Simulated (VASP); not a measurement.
Runs of VASP 6.6.1 on Ca. The structure is that of space group Im-3m (No. 229), or close to it. The cells are those of the table. 

```tsv
cell	gap on the mesh (eV)	pressure (GPa)
a = 3.867 Å, angles 109.2, 109.2, 110.0°, 1 atom	none	-2.4
a = 3.906 Å, angles 110.0, 110.0, 108.4°, 1 atom	none	-2.7
a = 3.829 Å, angles 108.4, 108.4, 111.7°, 1 atom	none	(a)
a = 3.854 Å, angles 108.9, 108.9, 110.6°, 1 atom	none	-2.3
```

Alike in all rows: task single point; level LDA; potentials or basis VASP PAW LDA potentials, release 64 (Ca_sv); no spin polarisation; k mesh 16 × 16 × 16; cutoff (eV) 520; smearing gaussian 0.15 eV.

Q: Estimate the missing entries.

A: (a) -2.0.

A gap of «none» marks levels without a gap at the run's occupations.
